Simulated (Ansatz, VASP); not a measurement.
## InAs in VASP and in Ansatz

```
In As
1.0
     0.00000    2.80064    2.80064
     2.80064    0.00000    2.80064
     2.80064    2.80064    0.00000
In As
1 1
Direct
  0.50000 0.50000 0.50000
  0.00000 0.00000 0.00000
```

Alike in both runs: functional LDA; k mesh 12 × 12 × 12; occupations gaussian, width 0.1 eV; no spin polarisation.

Ansatz relaxed the structure, and its values are those at the end. VASP's run is a single point on that final structure, the one shown.

|  | VASP | Ansatz |
| --- | --- | --- |
| version | VASP 6.6.1 | Ansatz 0.2.0 |
| potentials or method | VASP PAW LDA potentials, release 64 (In_d, As), cutoff 500 eV | scalar-relativistic, plane waves, PAW |
| valence electrons in the cell | 18 | 28 |

VASP gave:

- gap on the k mesh at the Fermi level (eV): none
- pressure (GPa): 0.4

Q: What did Ansatz give for the same quantities?

A: gap on the k mesh at the Fermi level (eV): none; pressure (GPa): 0.0.

LDA's correlation is that of Perdew and Zunger in VASP and of Perdew and Wang (1992) in Ansatz. A gap of «none» marks a metal or a gap that the smearing closes. VASP's potentials hold 18 valence electrons a cell and Ansatz's 28, so a difference there can come from the potentials and not from the codes.
